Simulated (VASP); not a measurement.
Wanted: the native input for a VASP 6.6.1 run.

```yaml
Task: single point
Functional: LDA
Potentials_or_basis: VASP PAW PBE potentials, release 64 (Lu)
Cutoff: 520 eV
k_mesh: 5 × 5 × 5
Occupations: gaussian, width 0.05 eV
Spin: no spin polarisation
Dipole_correction: no
Further_INCAR_settings: ALGO = Normal; EDIFF = 1e-06; NBANDS = 32
```

The structure of Lu lies in POSCAR:

```
Lu
1.0
    0.0000000000      3.4834356955      3.4834356955
    3.4834356955      0.0000000000      3.4834356955
    3.4834356955      3.4834356955      0.0000000000
Lu
2
Direct
    0.0000000000      0.0000000000      0.0000000000
    0.2500000000      0.2500000000      0.2500000000
```

The input as run:

INCAR

```
  PREC = Accurate
  ENCUT = 520
  EDIFF = 1E-6
  ISMEAR = 0
  SIGMA = 0.05
  LREAL = False
  LASPH = True
  NELM = 100
  ALGO = Normal
  ISIF = 2
  LWAVE = False
  LCHARG = False
  GGA = CA
  NBANDS = 32
```

KPOINTS

```
Automatic mesh
0
Gamma
  5 5 5
```

Potentials or basis: VASP PAW PBE potentials, release 64 (Lu).

Command:

```sh
$ cat potpaw_PBE.64/Lu/POTCAR > POTCAR
$ mpirun -np 1 vasp_std > vasp.out
```

Results of the run:

* Pressure: 0.0 GPa
* Band gap on the k mesh: zero (band 25 reaches 0.79 eV, above the bottom of band 26 at -0.38 eV)

Caveat: the PAW data sets were made with another functional, which shifts forces and pressure a little; spin-orbit coupling is left out, which moves the levels of the heavy elements.

Run time: 27 s on 1 thread of Intel Xeon 6975P-C (shared host), peak memory 0.2 GiB.
